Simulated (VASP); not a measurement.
# ZnS (P2_1) in VASP: notebook

ZnS is run at these levels: PBE; tasks: single point.

All numbers are computed with VASP 6.6.1; they aren't measurements. Logs are shortened: lines on timing, memory, paths and dates and some standing lists are left out, and cuts for length are marked.

## 1. The cell of the first run

The structure is monoclinic, space group P2_1 (No. 4). Conventional cell: a = 3.846 Å, b = 6.304 Å, c = 3.846 Å, α = 90.00°, β = 120.00°, γ = 90.00°. Within 3.1 Å of Zn (site symmetry 1) lie 4 S at 2.33 to 2.39 Å. S (site symmetry 1) has 4 Zn at 2.33 to 2.39 Å within 3.1 Å.

## 2. Single point, PBE (atoms displaced along a vibrational mode)

File INCAR:

```
SYSTEM = ZnS
ALGO     = Normal         ! electronic algorithm
EDIFF    = 1E-7           ! SCF threshold, eV
ENCUT    = 520            ! plane-wave cutoff, eV
GGA      = PE             ! functional
ISIF     = 2              ! what is computed and relaxed
ISMEAR   = 0              ! smearing method
LASPH    = .TRUE.         ! aspherical terms in the spheres
LCHARG   = .FALSE.        ! write CHGCAR
LREAL    = .FALSE.        ! projectors in reciprocal space
LWAVE    = .FALSE.        ! write WAVECAR
NBANDS   = 26             ! bands
NELM     = 100            ! most SCF steps
PREC     = Accurate       ! precision mode
SIGMA    = 0.05           ! smearing width, eV
```

File KPOINTS:

```
k-points
0
G
  9 9 4
  0 0 0
```

File POSCAR:

```
ZnS
1.0
    3.8455587354      0.0000000000      0.0000000000
   -1.9227793677      3.3303515566      0.0000000000
    0.0000000000      0.0000000000      6.3037246812
Zn S
2 2
Direct
    0.2823654471      0.6666666667      0.0052003729
    0.7176345529      0.3333333333      0.5052003729
    0.3745204671      0.6666666667      0.3797996271
    0.6254795329      0.3333333333      0.8797996271
```

Potentials or basis: VASP PAW PBE potentials, release 64 (Zn, S).

Command:

```
$ cat potpaw_PBE.64/Zn/POTCAR potpaw_PBE.64/S/POTCAR > POTCAR
$ mpirun -np 1 vasp_std > vasp.out
```

OUTCAR:

```text
SYSTEM = ZnS
   EDIFF = 1E-7
   ENCUT = 520
   GGA = PE
   ISIF = 2
   ISMEAR = 0
   LASPH = .TRUE.
   LREAL = .FALSE.
   NELM = 100
   PREC = Accurate

 ion  position               nearest neighbor table
   1  0.282  0.667  0.005-   4 2.33   4 2.36   4 2.39   3 2.39
   2  0.718  0.333  0.505-   3 2.33   3 2.36   3 2.39   4 2.39
   3  0.375  0.667  0.380-   2 2.33   2 2.36   2 2.39   1 2.39
   4  0.625  0.333  0.880-   1 2.33   1 2.36   1 2.39   2 2.39

  LATTYP: Found a hexagonal cell.
 ALAT       =     3.8455587354
 C/A-ratio  =     1.6392220520

  Lattice vectors:

 A1 = (   3.8455587354,   0.0000000000,   0.0000000000)
 A2 = (  -1.9227793677,   3.3303515566,   0.0000000000)
 A3 = (   0.0000000000,   0.0000000000,   6.3037246812)

Analysis of symmetry for initial positions (statically):
=====================================================================
 Subroutine PRICEL returns:
 Original cell was already a primitive cell.

 Routine SETGRP: Setting up the symmetry group for a
 hexagonal supercell.

 Subroutine GETGRP returns: Found  2 space group operations
 (whereof  1 operations were pure point group operations)
 out of a pool of 24 trial point group operations.

The static configuration has the point symmetry C_1 .
 The point group associated with its full space group is C_2 .

Analysis of symmetry for dynamics (positions and initial velocities):
=====================================================================
 Subroutine PRICEL returns:
 Original cell was already a primitive cell.

 Routine SETGRP: Setting up the symmetry group for a
 hexagonal supercell.

 Subroutine GETGRP returns: Found  2 space group operations
 (whereof  1 operations were pure point group operations)
 out of a pool of 24 trial point group operations.

The dynamic configuration has the point symmetry C_1 .
 The point group associated with its full space group is C_2 .

 Subroutine INISYM returns: Found  2 space group operations
 (whereof  1 operations are pure point group operations),
 and found     1 'primitive' translations

----------------------------------------------------------------------------------------

                                     Primitive cell

  volume of cell :      80.7322

  direct lattice vectors                    reciprocal lattice vectors
     3.845558735  0.000000000  0.000000000     0.260040236  0.150134300  0.000000000
    -1.922779368  3.330351557  0.000000000     0.000000000  0.300268600  0.000000000
     0.000000000  0.000000000  6.303724681     0.000000000  0.000000000  0.158636370

  length of vectors
     3.845558735  3.845558735  6.303724681     0.300268600  0.300268600  0.158636370

  position of ions in fractional coordinates (direct lattice)
     0.282365447  0.666666667  0.005200373
     0.717634553  0.333333333  0.505200373
     0.374520467  0.666666667  0.379799627
     0.625479533  0.333333333  0.879799627

  ion indices of the primitive-cell ions
   primitive index   ion index
                 1           1
                 2           2
                 3           3
                 4           4

----------------------------------------------------------------------------------------

 KPOINTS: k-points

Automatic generation of k-mesh.
 Grid dimensions read from file:
 generate k-points for:    9    9    4

 Generating k-lattice:

  Cartesian coordinates                     Fractional coordinates (reciprocal lattice)
     0.028893360  0.016681589  0.000000000     0.111111111  0.000000000  0.000000000
     0.000000000  0.033363178  0.000000000     0.000000000  0.111111111  0.000000000
     0.000000000  0.000000000  0.039659092     0.000000000  0.000000000  0.250000000

  Length of vectors
     0.033363178  0.033363178  0.039659092

  Shift w.r.t. Gamma in fractional coordinates (k-lattice)
     0.000000000  0.000000000  0.000000000

 Subroutine IBZKPT returns following result:
 ===========================================

 Found    123 irreducible k-points:

 Following reciprocal coordinates:
            Coordinates               Weight
  0.000000  0.000000  0.000000      1.000000
  0.111111  0.000000  0.000000      2.000000
  0.000000  0.111111  0.000000      2.000000
 -0.111111  0.111111  0.000000      2.000000
  0.222222  0.000000  0.000000      2.000000
  0.000000  0.222222  0.000000      2.000000
[... 16 lines left out ...]
  0.333333  0.111111  0.000000      2.000000
 -0.111111  0.444444  0.000000      2.000000
 [... further k-points ...]
   k-points           NKPTS =    123   k-points in BZ     NKDIM =    123   number of bands    NBANDS=     26
   number of dos      NEDOS =    301   number of ions     NIONS =      4
   total plane-waves  NPLWV =  43200
   dimension x,y,z NGX =    30 NGY =   30 NGZ =   48
   dimension x,y,z NGXF=    60 NGYF=   60 NGZF=   96
   ions per type =               2   2
   NGX,Y,Z   is equivalent  to a cutoff of  12.97, 12.97, 12.66 a.u.
   NGXF,Y,Z  is equivalent  to a cutoff of  25.94, 25.94, 25.32 a.u.
 SYSTEM =  ZnS
   PREC   = accura    normal or accurate (medium, high low for compatibility)
   ISTART =      0    job   : 0-new  1-cont  2-samecut
   ICHARG =      2    charge: 1-file 2-atom 10-const
   ISPIN  =      1    spin polarized calculation?
   LNONCOLLINEAR =      F non collinear calculations
   LSORBIT =      F    spin-orbit coupling
   LASPH  =      T    aspherical Exc in radial PAW
   ENCUT  =  520.0 eV  38.22 Ry    6.18 a.u.   7.15  7.15 11.72*2*pi/ulx,y,z
   NELM   =    100;   NELMIN=  2; NELMDL= -5     # of ELM steps
   EDIFF  = 0.1E-06   stopping-criterion for ELM
   LREAL  =      F    real-space projection
   EDIFFG = 0.1E-05   stopping-criterion for IOM
   NSW    =      0    number of steps for IOM
   IBRION =     -1    ionic relax: 0-MD 1-quasi-New 2-CG
   NFREE  =      0    steps in history (QN), initial steepest desc. (CG)
   ISIF   =      2    stress and relaxation
   ISYM   =      2    0-nonsym 1-usesym 2-fastsym
   POTIM  = 0.5000    time-step for ionic-motion
   TEBEG  =    0.0;   TEEND  =   0.0 temperature during run
   PSTRESS=    0.0 pullay stress
   NELECT =      36.0000    total number of electrons
   NUPDOWN=      -1.0000    fix difference up-down
   EMIN   =  10.00;   EMAX   =-10.00  energy-range for DOS
   EFERMI =   0.00;   METHOD = LEGACY
   ISMEAR =     0;   SIGMA  =   0.05  broadening in eV -4-tet -1-fermi 0-gaus
   EFERMI_NEDOS =   21; number of points for ismear=-14 and -15
   IALGO  =     38    algorithm
   IMIX   =      4    mixing-type and parameters
     AMIX     =   0.40;   BMIX     =  1.00
     AMIX_MAG =   1.60;   BMIX_MAG =  1.00
  volume/ion in A,a.u.               =      20.18       136.20
  Fermi-wavevector in a.u.,A,eV,Ry     =   1.250720  2.363518 21.283599  1.564300
  Thomas-Fermi vector in A             =   2.384701
   LORBIT       =      0    0 simple, 1 ext, 2 COOP (PROOUT), +10 PAW based schemes
   GGA     = PE    functional components
   LHFCALC =     F    Hartree Fock is set to
   AEXX    =    0.0000 exact exchange contribution
   IVDW    =     0    specifies the selected vdW correction
   LEPSILON=     F    determine dielectric tensor
   LRPA    =     F    only Hartree local field effects (RPA)
 non-spin polarized calculation
 Gauss-broadening in eV      SIGMA  =   0.05
  energy-cutoff  :      520.00
  volume of cell :       80.73
 maximum number of plane-waves:      2208
 NGX is ok and might be reduce to    30
   NGX = 15   NGY = 15   NGZ = 23

 number of electron      36.0000013 magnetization

 Free energy of the ion-electron system (eV)
  ---------------------------------------------------
  ext. energy  EPLUGINS =         0.00000000
  ---------------------------------------------------
  free energy    TOTEN  =       -13.63222461 eV

  energy without entropy =      -13.63222461  energy(sigma->0) =      -13.63222461

 E-fermi :   2.2242     XC(G=0):  -9.5291

 val. band max:        1.9600525159   @ k =   0.0000   0.0000   0.0000
 cond. band min:       3.9465574988   @ k =   0.0000   0.0000   0.0000
 fundamental gap:      1.9865049829
 Fermi energy:         2.2242481285

 k-point     1 :       0.0000    0.0000    0.0000
  band No.  band energies     occupation
      1     -11.0767      2.00000
      2     -10.1797      2.00000
      3      -4.3730      2.00000
      4      -4.3522      2.00000
      5      -4.2861      2.00000
      6      -4.2606      2.00000
[... 18 lines left out ...]
     25       9.7926      0.00000
     26      10.7404      0.00000

 k-point     2 :       0.1111    0.0000    0.0000
  band No.  band energies     occupation
      1     -10.9971      2.00000
      2     -10.1329      2.00000
      3      -4.3752      2.00000
      4      -4.3410      2.00000
      5      -4.2712      2.00000
      6      -4.2368      2.00000
[... 18 lines left out ...]
     25      10.0248      0.00000
     26      10.2444      0.00000

 k-point     3 :       0.0000    0.1111    0.0000
  band No.  band energies     occupation
      1     -10.9969      2.00000
      2     -10.1349      2.00000
      3      -4.3699      2.00000
      4      -4.3363      2.00000
      5      -4.2794      2.00000
      6      -4.2460      2.00000
[... 18 lines left out ...]
     25       9.9658      0.00000
     26      10.4495      0.00000

 k-point     4 :      -0.1111    0.1111    0.0000
  band No.  band energies     occupation
      1     -10.9961      2.00000
      2     -10.1372      2.00000
      3      -4.3612      2.00000
      4      -4.3339      2.00000
      5      -4.2880      2.00000
      6      -4.2525      2.00000
[... 18 lines left out ...]
     25       9.8061      0.00000
     26      10.4856      0.00000
[... 496 lines left out ...]
      1     -10.5891      2.00000
      2      -9.9391      2.00000
      3      -4.3354      2.00000
      4      -4.2761      2.00000
      5      -4.2254      2.00000
      6      -4.1572      2.00000
[... 18 lines left out ...]
     25      10.4164      0.00000
     26      11.2588      0.00000

 k-point    23 :       0.3333    0.1111    0.0000
  band No.  band energies     occupation
      1     -10.3256      2.00000
      2      -9.8416      2.00000
      3      -4.2796      2.00000
      4      -4.2254      2.00000
      5      -4.2032      2.00000
      6      -4.0737      2.00000
[... 18 lines left out ...]
     25      11.2846      0.00000
     26      11.4114      0.00000

 k-point    24 :      -0.1111    0.4444    0.0000
  band No.  band energies     occupation
      1     -10.3047      2.00000
      2      -9.8852      2.00000
      3      -4.3126      2.00000
      4      -4.2483      2.00000
      5      -4.1539      2.00000
      6      -4.0817      2.00000
[... 18 lines left out ...]
     25      10.7487      0.00000
     26      11.5221      0.00000

 [... further k-points ...]

------------------------ aborting loop because EDIFF is reached ----------------------------------------

  FORCE on cell =-STRESS in cart. coord.  units (eV):
  Direction    XX          YY          ZZ          XY          YZ          ZX
  --------------------------------------------------------------------------------------
  -------------------------------------------------------------------------------------
  Total       -0.0325155      0.0893430     -0.2529433     -0.1806035      0.0000000      0.0000000
  in kB       -0.6452891      1.7730629     -5.0198068     -3.5841817      0.0000000      0.0000000
  external PRESSURE =      -1.2973443 kB  Pullay stress =       0.0000000 kB

 VOLUME and BASIS-vectors are now :
 -----------------------------------------------------------------------------
  energy-cutoff  :      520.00
  volume of cell :       80.73
      direct lattice vectors                 reciprocal lattice vectors
     3.845558735  0.000000000  0.000000000     0.260040236  0.150134300  0.000000000
    -1.922779368  3.330351557  0.000000000     0.000000000  0.300268600  0.000000000
     0.000000000  0.000000000  6.303724681     0.000000000  0.000000000  0.158636370

 POSITION                                       TOTAL-FORCE (eV/Angst)
 -----------------------------------------------------------------------------------
     -0.19600      2.22023      0.03278         0.243533      0.027184      0.079456
      2.11878      1.11012      3.18464        -0.243533     -0.027184      0.079456
      0.15839      2.22023      2.39415        -0.098850      0.018181     -0.079456
      1.76439      1.11012      5.54601         0.098850     -0.018181     -0.079456
 -----------------------------------------------------------------------------------
    total drift:                               -0.000000     -0.000000     -0.000432

  FREE ENERGIE OF THE ION-ELECTRON SYSTEM (eV)
  ---------------------------------------------------
  free  energy   TOTEN  =       -13.6322246110 eV

  energy  without entropy=      -13.6322246110  energy(sigma->0) =      -13.63222461
```

Wall time 2.5 min (1 thread of Intel Xeon 6975P-C (Granite Rapids), shared host); peak memory 0.34 GiB.

Results:

```yaml
Free_energy: -13.6322 eV
Pressure: -0.1 GPa
Largest_force: 0.258 eV/Å
Band_gap_on_the_k_mesh: 1.99 eV
```

Forces on the atoms (eV/Å):
```
Zn   0.244  0.027  0.079
Zn  -0.244 -0.027  0.079
S   -0.099  0.018 -0.079
S    0.099 -0.018 -0.079
```

Stress tensor (GPa, compression positive):
```
-0.06 -0.36  0.00
-0.36  0.18  0.00
 0.00  0.00 -0.50
```

Caveat: the cell differs from its parent crystal (atoms displaced along a vibrational mode).

## 3. Single point, PBE (atoms displaced along a vibrational mode)

File INCAR:

```
ALGO = Normal
EDIFF = 1E-7
ENCUT = 520
GGA = PE
ISIF = 2
ISMEAR = 0
LASPH = True
LCHARG = True
LELF = True
LREAL = False
LVHAR = True
LWAVE = False
NBANDS = 26
NELM = 80
PREC = Accurate
SIGMA = 0.05
```

File KPOINTS:

```
k-points
0
Gamma
  9 9 4
```

File POSCAR:

```
ZnS
1.0
    3.8455587354      0.0000000000      0.0000000000
   -1.9227793677      3.3303515566      0.0000000000
    0.0000000000      0.0000000000      6.3037246812
Zn S
2 2
Direct
    0.2967301529      0.6274215606      0.0052003729
    0.7032698471      0.3725784394      0.5052003729
    0.3629123526      0.6983806252      0.3797996271
    0.6370876474      0.3016193748      0.8797996271
```

Potentials or basis: VASP PAW PBE potentials, release 64 (Zn, S).

Command:

```
$ cat potpaw_PBE.64/Zn/POTCAR potpaw_PBE.64/S/POTCAR > POTCAR
$ mpirun -np 1 vasp_std > vasp.out
```

OUTCAR:

```text
EDIFF = 1E-7
   ENCUT = 520
   GGA = PE
   ISIF = 2
   ISMEAR = 0
   LASPH = True
   LREAL = False
   NELM = 80
   PREC = Accurate

 ion  position               nearest neighbor table
   1  0.297  0.627  0.005-   4 2.33   4 2.36   3 2.38   4 2.38
   2  0.703  0.373  0.505-   3 2.33   3 2.36   4 2.38   3 2.38
   3  0.363  0.698  0.380-   2 2.33   2 2.36   1 2.38   2 2.38
   4  0.637  0.302  0.880-   1 2.33   1 2.36   2 2.38   1 2.38

  LATTYP: Found a hexagonal cell.
[... 897 lines left out ...]
  FORCE on cell =-STRESS in cart. coord.  units (eV):
  Direction    XX          YY          ZZ          XY          YZ          ZX
  --------------------------------------------------------------------------------------
  -------------------------------------------------------------------------------------
  Total       -0.0510571      0.1540934     -0.1117625     -0.0875303      0.0000000      0.0000000
  in kB       -1.0132571      3.0580721     -2.2179924     -1.7370898      0.0000000      0.0000000
  external PRESSURE =      -0.0577258 kB  Pullay stress =       0.0000000 kB

 VOLUME and BASIS-vectors are now :
 -----------------------------------------------------------------------------
  energy-cutoff  :      520.00
  volume of cell :       80.73
      direct lattice vectors                 reciprocal lattice vectors
     3.845558735  0.000000000  0.000000000     0.260040236  0.150134300  0.000000000
    -1.922779368  3.330351557  0.000000000     0.000000000  0.300268600  0.000000000
     0.000000000  0.000000000  6.303724681     0.000000000  0.000000000  0.158636370

 POSITION                                       TOTAL-FORCE (eV/Angst)
 -----------------------------------------------------------------------------------
     -0.06530      2.08953      0.03278         0.091412      0.150350      0.046908
      1.98808      1.24082      3.18464        -0.091412     -0.150350      0.046908
      0.05277      2.32585      2.39415        -0.023900     -0.069310     -0.046908
      1.87001      1.00450      5.54601         0.023900      0.069310     -0.046908
 -----------------------------------------------------------------------------------
    total drift:                                0.000000      0.000000     -0.000447

  FREE ENERGIE OF THE ION-ELECTRON SYSTEM (eV)
  ---------------------------------------------------
  free  energy   TOTEN  =       -13.6601347226 eV

  energy  without entropy=      -13.6601347226  energy(sigma->0) =      -13.66013472
```

stdout:

```text
POSCAR found type information on POSCAR ZnS
 POSCAR found :  2 types and       4 ions
 scaLAPACK will be used
 LDA part: xc-table for (Slater+PW92), standard interpolation
 POSCAR, INCAR and KPOINTS ok, starting setup
 FFT: planning ... GRIDC
 FFT: planning ... GRID_SOFT
 FFT: planning ... GRID
 WAVECAR not read
 entering main loop
```

Run time: 2.7 min. Hardware: 1 thread of Intel Xeon 6975P-C (Granite Rapids), shared host; peak memory 0.34 GiB.

Results:

| Item | Value |
| --- | --- |
| Free energy | -13.6601 eV |
| Pressure | 0.0 GPa |
| Largest force | 0.182 eV/Å |
| Band gap on the k mesh | 2.02 eV |

Forces in eV/Å, atoms in the order of the input:
```
Zn   0.091  0.150  0.047
Zn  -0.091 -0.150  0.047
S   -0.024 -0.069 -0.047
S    0.024  0.069 -0.047
```

Caveat: the cell differs from its parent crystal (atoms displaced along a vibrational mode).

[end of part 1 of 2]
